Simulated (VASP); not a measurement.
Ge:

```
CELL_PARAMETERS angstrom
2.68943 0.00000 0.00000
0.00000 2.68943 0.00000
0.00000 0.00000 2.76648
ATOMIC_POSITIONS crystal
Ge 0.50000 0.50000 0.50000
```

| Property | Result |
| --- | --- |
| Program | VASP 6.6.1 |
| Task | relaxation of cell and atoms |
| Functional | PBE |
| Potentials or basis | VASP PAW PBE potentials, release 64 (Ge_d) |
| Cutoff | 600 eV |
| k mesh | 20 × 20 × 20 |
| Occupations | gaussian, width 0.1 eV |
| Spin | no spin polarisation |

At the start: pressure -0.1 GPa; volume 20.01 Å³/atom.

Q: Where does the relaxation end?

A: Over 4 steps the energy falls by 3.3 meV/atom and the volume is 19.94 Å³/atom (-0.4 %); space group Pm-3m (No. 221, to 0.05 Å).

Step by step:
```csv
step,energy change (eV),largest force (eV/Å),pressure (GPa),volume (Å³)
1,0.0000,0.0000,-0.11,20.01
2,-0.0026,0.0000,-0.06,19.97
3,-0.0031,0.0000,0.09,19.92
4,-0.0033,0.0000,-0.04,19.94
```

Final structure:
```yaml
crystal:
  lattice:
    - [2.71180, 0.00000, 0.00000]
    - [0.00000, 2.71180, 0.00000]
    - [0.00000, 0.00000, 2.71129]
  atoms:
    - { symbol: Ge, position: [0.50000, 0.50000, 0.50000] }
```
